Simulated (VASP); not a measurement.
# CdO (Fm-3m) in VASP: single point with PBEsol

Aim: the single point of CdO with PBEsol.

Everything below comes from runs of VASP 6.6.1. Logs are shortened: lines on timing, memory, paths and dates and some standing lists are left out, and cuts for length are marked.

## Step 1: The cell of the first run

Symmetry: Fm-3m, No. 225, cubic system. The conventional cell has a = 4.691 Å, b = 4.691 Å, c = 4.691 Å, α = 90.00°, β = 90.00°, γ = 90.00°. Within 3.1 Å of Cd (site symmetry m-3m) lie 6 O at 2.35 Å. Within 3.1 Å of O (site symmetry m-3m) lie 6 Cd at 2.35 Å.

## Step 2: Single point, PBEsol

File INCAR:

```
PREC = Accurate
ENCUT = 600
EDIFF = 1E-6
ISMEAR = 0
SIGMA = 0.1
LREAL = F
LASPH = T
NELM = 120
ALGO = Normal
ISIF = 2
LWAVE = F
LCHARG = T
GGA = PS
LELF = T
LVHAR = T
NBANDS = 26
GGA_COMPAT = F
```

File KPOINTS:

```
regular mesh
0
Gamma
  6 6 4
```

File POSCAR:

```
CdO
1.0
    3.3171413976      0.0000000000      0.0000000000
    0.0000000000      3.3171413976      0.0000000000
    0.0000000000      0.0000000000      4.6911463127
Cd O
2 2
Direct
    0.0000000000      0.0000000000      0.0000000000
    0.5000000000      0.5000000000      0.5000000000
    0.5000000000      0.5000000000      0.0000000000
    0.0000000000      1.0000000000      0.5000000000
```

Potentials or basis: VASP PAW PBE potentials, release 64 (Cd, O).

The run is started by

```bash
$ cat potpaw_PBE.64/Cd/POTCAR potpaw_PBE.64/O/POTCAR > POTCAR
$ mpirun -np 1 vasp_std > vasp.out
```

OUTCAR:

```text
PREC = Accurate
   ENCUT = 600
   EDIFF = 1E-6
   ISMEAR = 0
   LREAL = F
   LASPH = T
   NELM = 120
   ISIF = 2
   GGA = PS

 ion  position               nearest neighbor table
   1  0.000  0.000  0.000-   4 2.35   4 2.35   3 2.35   3 2.35   3 2.35   3 2.35   2 3.32   2 3.32
                             2 3.32   2 3.32   2 3.32   2 3.32   2 3.32   2 3.32
   2  0.500  0.500  0.500-   3 2.35   3 2.35   4 2.35   4 2.35   4 2.35   4 2.35   1 3.32   1 3.32
                             1 3.32   1 3.32   1 3.32   1 3.32   1 3.32   1 3.32
   3  0.500  0.500  0.000-   2 2.35   2 2.35   1 2.35   1 2.35   1 2.35   1 2.35
   4  0.000  0.000  0.500-   1 2.35   1 2.35   2 2.35   2 2.35   2 2.35   2 2.35

  LATTYP: Found a simple tetragonal cell.
 ALAT       =     3.3171413976
 C/A-ratio  =     1.4142135503

  Lattice vectors:

 A1 = (   3.3171413976,   0.0000000000,   0.0000000000)
 A2 = (   0.0000000000,   3.3171413976,   0.0000000000)
 A3 = (   0.0000000000,   0.0000000000,   4.6911463127)

Analysis of symmetry for initial positions (statically):
=====================================================================
 Subroutine PRICEL returns following result:

  LATTYP: Found a face centered cubic cell.
 ALAT       =     4.6911463327

  Lattice vectors:

 A1 = (  -1.6585706988,  -1.6585706988,  -2.3455731563)
 A2 = (   1.6585706988,  -1.6585706988,  -2.3455731564)
 A3 = (   0.0000000000,  -3.3171413976,   0.0000000000)

   2 primitive cells build up your supercell.

 Routine SETGRP: Setting up the symmetry group for a
 simple tetragonal supercell.

 Subroutine GETGRP returns: Found 16 space group operations
 (whereof 16 operations were pure point group operations)
 out of a pool of 16 trial point group operations.

The static configuration has the point symmetry D_4h.

Analysis of symmetry for dynamics (positions and initial velocities):
=====================================================================
 Subroutine PRICEL returns following result:

  LATTYP: Found a face centered cubic cell.
 ALAT       =     4.6911463327

  Lattice vectors:

 A1 = (  -1.6585706988,  -1.6585706988,  -2.3455731563)
 A2 = (   1.6585706988,  -1.6585706988,  -2.3455731564)
 A3 = (   0.0000000000,  -3.3171413976,   0.0000000000)

   2 primitive cells build up your supercell.

 Routine SETGRP: Setting up the symmetry group for a
 simple tetragonal supercell.

 Subroutine GETGRP returns: Found 16 space group operations
 (whereof 16 operations were pure point group operations)
 out of a pool of 16 trial point group operations.

The dynamic configuration has the point symmetry D_4h.

 Subroutine INISYM returns: Found 16 space group operations
 (whereof 16 operations are pure point group operations),
 and found     2 'primitive' translations

----------------------------------------------------------------------------------------

                                     Primitive cell

  volume of cell :      25.8093

  direct lattice vectors                    reciprocal lattice vectors
    -1.658570699 -1.658570699 -2.345573156    -0.301464388 -0.000000000 -0.213167515
     1.658570699 -1.658570699 -2.345573156     0.301464388 -0.000000000 -0.213167515
     0.000000000 -3.317141398  0.000000000     0.000000000 -0.301464388  0.213167515

  length of vectors
     3.317141383  3.317141383  3.317141398     0.369216964  0.369216964  0.369216964

  position of ions in fractional coordinates (direct lattice)
     0.000000000  0.000000000  0.000000000
     0.500000000  0.500000000  0.500000000

  ion indices of the primitive-cell ions
   primitive index   ion index
                 1           1
                 2           4

----------------------------------------------------------------------------------------

 KPOINTS: regular mesh

Automatic generation of k-mesh.
 Grid dimensions read from file:
 generate k-points for:    6    6    4

 Generating k-lattice:

  Cartesian coordinates                     Fractional coordinates (reciprocal lattice)
     0.050244065  0.000000000  0.000000000     0.166666667  0.000000000  0.000000000
     0.000000000  0.050244065  0.000000000     0.000000000  0.166666667  0.000000000
     0.000000000  0.000000000  0.053291879     0.000000000  0.000000000  0.250000000

  Length of vectors
     0.050244065  0.050244065  0.053291879

  Shift w.r.t. Gamma in fractional coordinates (k-lattice)
     0.000000000  0.000000000  0.000000000

 Subroutine IBZKPT returns following result:
 ===========================================

 Found     30 irreducible k-points:

 Following reciprocal coordinates:
            Coordinates               Weight
  0.000000  0.000000  0.000000      1.000000
  0.166667  0.000000  0.000000      4.000000
  0.333333  0.000000  0.000000      4.000000
  0.500000  0.000000  0.000000      2.000000
  0.166667  0.166667  0.000000      4.000000
  0.333333  0.166667  0.000000      8.000000
[... 16 lines left out ...]
  0.333333  0.000000  0.500000      4.000000
  0.500000  0.000000  0.500000      2.000000
 [... further k-points ...]
   k-points           NKPTS =     30   k-points in BZ     NKDIM =     30   number of bands    NBANDS=     26
   number of dos      NEDOS =    301   number of ions     NIONS =      4
   total plane-waves  NPLWV =  31360
   dimension x,y,z NGX =    28 NGY =   28 NGZ =   40
   dimension x,y,z NGXF=    56 NGYF=   56 NGZF=   80
   ions per type =               2   2
   NGX,Y,Z   is equivalent  to a cutoff of  14.03, 14.03, 14.18 a.u.
   NGXF,Y,Z  is equivalent  to a cutoff of  28.07, 28.07, 28.35 a.u.
 SYSTEM =  unknown system
   PREC   = accura    normal or accurate (medium, high low for compatibility)
   ISTART =      0    job   : 0-new  1-cont  2-samecut
   ICHARG =      2    charge: 1-file 2-atom 10-const
   ISPIN  =      1    spin polarized calculation?
   LNONCOLLINEAR =      F non collinear calculations
   LSORBIT =      F    spin-orbit coupling
   LASPH  =      T    aspherical Exc in radial PAW
   ENCUT  =  600.0 eV  44.10 Ry    6.64 a.u.   6.63  6.63  9.37*2*pi/ulx,y,z
   NELM   =    120;   NELMIN=  2; NELMDL= -5     # of ELM steps
   EDIFF  = 0.1E-05   stopping-criterion for ELM
   LREAL  =      F    real-space projection
   EDIFFG = 0.1E-04   stopping-criterion for IOM
   NSW    =      0    number of steps for IOM
   IBRION =     -1    ionic relax: 0-MD 1-quasi-New 2-CG
   NFREE  =      0    steps in history (QN), initial steepest desc. (CG)
   ISIF   =      2    stress and relaxation
   ISYM   =      2    0-nonsym 1-usesym 2-fastsym
   POTIM  = 0.5000    time-step for ionic-motion
   TEBEG  =    0.0;   TEEND  =   0.0 temperature during run
   PSTRESS=    0.0 pullay stress
   NELECT =      36.0000    total number of electrons
   NUPDOWN=      -1.0000    fix difference up-down
   EMIN   =  10.00;   EMAX   =-10.00  energy-range for DOS
   EFERMI =   0.00;   METHOD = LEGACY
   ISMEAR =     0;   SIGMA  =   0.10  broadening in eV -4-tet -1-fermi 0-gaus
   EFERMI_NEDOS =   21; number of points for ismear=-14 and -15
   IALGO  =     38    algorithm
   IMIX   =      4    mixing-type and parameters
     AMIX     =   0.40;   BMIX     =  1.00
     AMIX_MAG =   1.60;   BMIX_MAG =  1.00
  volume/ion in A,a.u.               =      12.90        87.09
  Fermi-wavevector in a.u.,A,eV,Ry     =   1.451800  2.743503 28.677301  2.107722
  Thomas-Fermi vector in A             =   2.569255
   LORBIT       =      0    0 simple, 1 ext, 2 COOP (PROOUT), +10 PAW based schemes
   GGA     = PS    functional components
   LHFCALC =     F    Hartree Fock is set to
   AEXX    =    0.0000 exact exchange contribution
   IVDW    =     0    specifies the selected vdW correction
   LEPSILON=     F    determine dielectric tensor
   LRPA    =     F    only Hartree local field effects (RPA)
 non-spin polarized calculation
 Gauss-broadening in eV      SIGMA  =   0.10
  energy-cutoff  :      600.00
  volume of cell :       51.62
 maximum number of plane-waves:      1752
 NGX is ok and might be reduce to    28
   NGX = 13   NGY = 13   NGZ = 19

 number of electron      36.0000021 magnetization

 Free energy of the ion-electron system (eV)
  ---------------------------------------------------
  ext. energy  EPLUGINS =         0.00000000
  ---------------------------------------------------
  free energy    TOTEN  =       -17.01290308 eV

  energy without entropy =      -17.01094742  energy(sigma->0) =      -17.01192525

 E-fermi :   2.0216     XC(G=0): -11.9925

 val. band max:        1.9287920787   @ k =   0.5000   0.0000   0.5000
 cond. band min:       3.0119371503   @ k =   0.1667   0.0000   0.0000
 fundamental gap:      1.0831450716
 Fermi energy:         2.0216451673

 k-point     1 :       0.0000    0.0000    0.0000
  band No.  band energies     occupation
      1     -15.4353      2.00000
      2     -14.7613      2.00000
      3      -5.2219      2.00000
      4      -4.7410      2.00000
      5      -4.7409      2.00000
      6      -4.7409      2.00000
[... 18 lines left out ...]
     25      16.7056      0.00000
     26      18.8491      0.00000

 k-point     2 :       0.1667    0.0000    0.0000
  band No.  band energies     occupation
      1     -15.3062      2.00000
      2     -14.7110      2.00000
      3      -5.1873      2.00000
      4      -4.8066      2.00000
      5      -4.7597      2.00000
      6      -4.6878      2.00000
[... 18 lines left out ...]
     25      16.2771      0.00000
     26      16.4647      0.00000

 k-point     3 :       0.3333    0.0000    0.0000
  band No.  band energies     occupation
      1     -14.9994      2.00000
      2     -14.6408      2.00000
      3      -5.2910      2.00000
      4      -5.1056      2.00000
      5      -5.0342      2.00000
      6      -4.9687      2.00000
[... 572 lines left out ...]
 k-point    23 :       0.3333    0.0000    0.5000
  band No.  band energies     occupation
      1     -14.7097      2.00000
      2     -14.7097      2.00000
      3      -5.5472      2.00000
      4      -5.5472      2.00000
      5      -5.2705      2.00000
      6      -5.2705      2.00000
[... 18 lines left out ...]
     25      14.2369      0.00000
     26      14.2369      0.00000

 k-point    24 :       0.5000    0.0000    0.5000
  band No.  band energies     occupation
      1     -14.6033      2.00000
      2     -14.6033      2.00000
      3      -5.7762      2.00000
      4      -5.7762      2.00000
      5      -5.3679      2.00000
      6      -5.3679      2.00000
[... 18 lines left out ...]
     25      13.7571      0.00000
     26      13.7571      0.00000

 [... further k-points ...]

------------------------ aborting loop because EDIFF is reached ----------------------------------------

  FORCE on cell =-STRESS in cart. coord.  units (eV):
  Direction    XX          YY          ZZ          XY          YZ          ZX
  --------------------------------------------------------------------------------------
  -------------------------------------------------------------------------------------
  Total        0.4191644      0.4191644      0.4113944      0.0000000      0.0000000      0.0000000
  in kB       13.0103208     13.0103208     12.7691515      0.0000000      0.0000000      0.0000000
  external PRESSURE =      12.9299310 kB  Pullay stress =       0.0000000 kB

 VOLUME and BASIS-vectors are now :
 -----------------------------------------------------------------------------
  energy-cutoff  :      600.00
  volume of cell :       51.62
      direct lattice vectors                 reciprocal lattice vectors
     3.317141398  0.000000000  0.000000000     0.301464388  0.000000000  0.000000000
     0.000000000  3.317141398  0.000000000     0.000000000  0.301464388  0.000000000
     0.000000000  0.000000000  4.691146313     0.000000000  0.000000000  0.213167515

 POSITION                                       TOTAL-FORCE (eV/Angst)
 -----------------------------------------------------------------------------------
      0.00000      0.00000      0.00000        -0.000000      0.000000     -0.000000
      1.65857      1.65857      2.34557         0.000000      0.000000      0.000000
      1.65857      1.65857      0.00000        -0.000000     -0.000000     -0.000000
      0.00000      0.00000      2.34557        -0.000000      0.000000     -0.000000
 -----------------------------------------------------------------------------------
    total drift:                                0.000000      0.000000      0.000000

  FREE ENERGIE OF THE ION-ELECTRON SYSTEM (eV)
  ---------------------------------------------------
  free  energy   TOTEN  =       -17.0129030778 eV

  energy  without entropy=      -17.0109474231  energy(sigma->0) =      -17.01192525
```

Wall time 32 s (1 thread of AMD EPYC 7R13 (Zen 3), shared host); peak memory 0.16 GiB.

Results:

```yaml
Free_energy: -17.0129 eV
Pressure: 1.3 GPa
Band_gap_on_the_k_mesh: zero (bands 18 and 19 overlap by 0.52 eV)
```

Caveat: semilocal functionals underestimate gaps, so a narrow gap can read as zero; the PAW data sets were made with another functional, which shifts forces and pressure a little.
